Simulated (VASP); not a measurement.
Cs2KYF6, 10 atoms in the cell. The cell holds an amorphous packing of atoms, 10 atoms: a = 5.432 Å, b = 6.874 Å, c = 6.503 Å, α = 93.89°, β = 89.88°, γ = 81.67°. 

```yaml
Program: VASP 6.6.1
Task: single point
Functional: PBE
Potentials_or_basis: VASP PAW PBE potentials, release 64 (F, K_sv, Y_sv, Cs_sv)
Cutoff: 520 eV
k_mesh: 3 × 2 × 3
Occupations: fermi-dirac, width 0.05 eV
Spin: no spin polarisation
Dipole_correction: no
Further_INCAR_settings: ALGO = Normal; EDIFF = 1e-06; NBANDS = 51
```

Potentials or basis: VASP PAW PBE potentials, release 64 (F, K_sv, Y_sv, Cs_sv).

Command:

```sh
$ cat potpaw_PBE.64/F/POTCAR potpaw_PBE.64/K_sv/POTCAR potpaw_PBE.64/Y_sv/POTCAR potpaw_PBE.64/Cs_sv/POTCAR > POTCAR
$ mpirun -np 1 vasp_std > vasp.out
```

Hardware: 1 thread of Oxide Virtual Turin-like Processor (shared host).

Estimate the wall time of this run.

It took 5.7 min on 1 thread of Oxide Virtual Turin-like Processor, with other jobs on the host, peak memory 0.35 GiB. Counts: scf iterations 25, k points 10.
